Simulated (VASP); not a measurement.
# Cs (P6_3/mmc) in VASP: a series of runs, part 2 of 2

VASP 6.6.1. Earlier steps stand in the parts before.

## Step 4: Relaxation of cell and atoms, LDA

File INCAR:

```
PREC = Accurate
ENCUT = 500
EDIFF = 1E-7
ISMEAR = -1
SIGMA = 0.05
LREAL = False
LASPH = True
NELM = 120
ALGO = Normal
ISIF = 3
LWAVE = False
LCHARG = False
IBRION = 2
NSW = 45
EDIFFG = -0.005
GGA_COMPAT = False
NELMIN = 4
```

File KPOINTS:

```
regular mesh
0
Gamma
  9 9 5
```

File POSCAR:

```
Cs
1.0
    5.1525456203      0.0000000000      0.0000000000
   -2.5762728102      4.4622354014      0.0000000000
    0.0000000000      0.0000000000      8.3471239049
Cs
2
Direct
    0.3333333333      0.6666666667      0.2500000000
    0.6666666667      0.3333333333      0.7500000000
```

Potentials or basis: VASP PAW LDA potentials, release 64 (Cs_sv).

Run with:

```console
> cat potpaw_LDA.64/Cs_sv/POTCAR > POTCAR
> mpirun -np 1 vasp_std > vasp.out
```

OUTCAR:

```text
PREC = Accurate
   ENCUT = 500
   EDIFF = 1E-7
   ISMEAR = -1
   LREAL = False
   LASPH = True
   NELM = 120
   ISIF = 3
   IBRION = 2
   NSW = 45
   EDIFFG = -0.005
   NELMIN = 4

 ion  position               nearest neighbor table
   1  0.333  0.667  0.250-
   2  0.667  0.333  0.750-

  LATTYP: Found a hexagonal cell.
 ALAT       =     5.1525456203
 C/A-ratio  =     1.6200000000

  Lattice vectors:

 A1 = (   5.1525456203,   0.0000000000,   0.0000000000)
 A2 = (  -2.5762728102,   4.4622354014,   0.0000000000)
 A3 = (   0.0000000000,   0.0000000000,   8.3471239049)

Analysis of symmetry for initial positions (statically):
=====================================================================
 Subroutine PRICEL returns:
 Original cell was already a primitive cell.

 Routine SETGRP: Setting up the symmetry group for a
 hexagonal supercell.

 Subroutine GETGRP returns: Found 24 space group operations
 (whereof 12 operations were pure point group operations)
 out of a pool of 24 trial point group operations.

The static configuration has the point symmetry D_3d.
 The point group associated with its full space group is D_6h.

Analysis of symmetry for dynamics (positions and initial velocities):
=====================================================================
 Subroutine PRICEL returns:
 Original cell was already a primitive cell.

 Routine SETGRP: Setting up the symmetry group for a
 hexagonal supercell.

 Subroutine GETGRP returns: Found 24 space group operations
 (whereof 12 operations were pure point group operations)
 out of a pool of 24 trial point group operations.

The dynamic configuration has the point symmetry D_3d.
 The point group associated with its full space group is D_6h.

 Subroutine INISYM returns: Found 24 space group operations
 (whereof 12 operations are pure point group operations),
 and found     1 'primitive' translations
[... 135 lines left out ...]

 number of electron      17.9999999 magnetization

 Free energy of the ion-electron system (eV)
  ---------------------------------------------------
  ext. energy  EPLUGINS =         0.00000000
  ---------------------------------------------------
  free energy    TOTEN  =        -2.00108861 eV

  energy without entropy =       -1.98283859  energy(sigma->0) =       -1.99196360

------------------------ aborting loop because EDIFF is reached ----------------------------------------

  FORCE on cell =-STRESS in cart. coord.  units (eV):
  Direction    XX          YY          ZZ          XY          YZ          ZX
  --------------------------------------------------------------------------------------
  -------------------------------------------------------------------------------------
  Total       -0.0258797     -0.0258797      0.0315233      0.0000000      0.0000000      0.0000000
  in kB       -0.2160520     -0.2160520      0.2631665      0.0000000      0.0000000      0.0000000
  external PRESSURE =      -0.0563125 kB  Pullay stress =       0.0000000 kB
[... 95 lines left out ...]
--------------------------------------- Ionic step        4  -------------------------------------------

 number of electron      17.9999997 magnetization

 Free energy of the ion-electron system (eV)
  ---------------------------------------------------
  ext. energy  EPLUGINS =         0.00000000
  ---------------------------------------------------
  free energy    TOTEN  =        -2.00132336 eV

  energy without entropy =       -1.98330581  energy(sigma->0) =       -1.99231459

 E-fermi :   0.7888     XC(G=0):  -6.0416

 val. band max:        0.7812487378   @ k =   0.1111   0.1111   0.2000
 cond. band min:       0.7924930412   @ k =   0.1111  -0.0000   0.0000
 fundamental gap:      0.0112443034
 Fermi energy:         0.7888289530

 k-point     1 :       0.0000    0.0000    0.0000
  band No.  band energies     occupation
      1     -22.9327      2.00000
      2     -22.9181      2.00000
      3      -9.8864      2.00000
      4      -9.6612      2.00000
      5      -9.6612      2.00000
      6      -9.6295      2.00000
      7      -9.6279      2.00000
      8      -9.6279      2.00000
      9      -1.0888      2.00000
     10       0.6407      1.90174
     11       1.8200      0.00000
     12       3.2263      0.00000
     13       3.2263      0.00000
[... 354 lines left out ...]
  band No.  band energies     occupation
      1     -22.9139      2.00000
      2     -22.9139      2.00000
      3      -9.8156      2.00000
      4      -9.8085      2.00000
      5      -9.8085      2.00000
      6      -9.7540      2.00000
      7      -9.7034      2.00000
      8      -9.7034      2.00000
      9       1.5052      0.00000
     10       1.5052      0.00000
     11       1.5545      0.00000
     12       1.6320      0.00000
     13       2.3573      0.00000

 [... further k-points ...]

------------------------ aborting loop because EDIFF is reached ----------------------------------------

  FORCE on cell =-STRESS in cart. coord.  units (eV):
  Direction    XX          YY          ZZ          XY          YZ          ZX
  --------------------------------------------------------------------------------------
  -------------------------------------------------------------------------------------
  Total        0.0073392      0.0073392      0.0015740     -0.0000000     -0.0000000      0.0000000
  in kB        0.0615742      0.0615742      0.0132053     -0.0000000     -0.0000000      0.0000000
  external PRESSURE =       0.0454512 kB  Pullay stress =       0.0000000 kB
[... 17 lines left out ...]
  FREE ENERGIE OF THE ION-ELECTRON SYSTEM (eV)
  ---------------------------------------------------
  free  energy   TOTEN  =        -2.0013233585 eV

  energy  without entropy=       -1.9833058139  energy(sigma->0) =       -1.99231459

 reached required accuracy - stopping structural energy minimisation
```

CONTCAR:

```text
Cs
   1.00000000000000
     5.1203807443761677    0.0000000000003604    0.0000000000000000
    -2.5601903722374595    4.4343798017390466    0.0000000000000000
     0.0000000000000000    0.0000000000000000    8.4105940096103744
  Cs
     2
Direct
     0.3333333332999970    0.6666666667000030    0.2500000000000000
     0.6666666667000030    0.3333333332999970    0.7500000000000000

  0.00000000E+00  0.00000000E+00  0.00000000E+00
  0.00000000E+00  0.00000000E+00  0.00000000E+00
```

Run time: 4.6 min. Hardware: 1 thread of AMD EPYC 7R13, shared host; peak memory 0.25 GiB.

Results:

```
Free energy                           : -2.0013 eV
Relaxed volume                        : 95.48 Å³/atom
Relaxed cell                          : a = 5.120 Å, b = 5.120 Å, c = 8.411 Å, α = 90.00°, β = 90.00°, γ = 120.00°
Space group after relaxing (to 0.1 Å) : P6_3/mmc (No. 194)
Energy gained by relaxing             : 0.1 meV/atom
Ionic steps                           : 4
Pressure after relaxing               : 0.0 GPa
Band gap on the k mesh                : zero (bands 9 and 10 overlap by 1.70 eV)
```

The path:
```tsv
step	energy change (eV)	largest force (eV/Å)	pressure (GPa)	volume (Å³)
1	0.0000	0.0000	-0.01	191.92
2	-0.0001	0.0000	-0.01	191.82
3	-0.0002	0.0000	0.00	191.54
4	-0.0002	0.0000	0.00	190.97
```

Final structure:
```
Cs
1.0
     5.12038    0.00000    0.00000
    -2.56019    4.43438    0.00000
     0.00000    0.00000    8.41059
Cs
2
Direct
  0.33333 0.66667 0.25000
  0.66667 0.33333 0.75000
```

Caveat: spin-orbit coupling is left out, which moves the levels of the heavy elements.
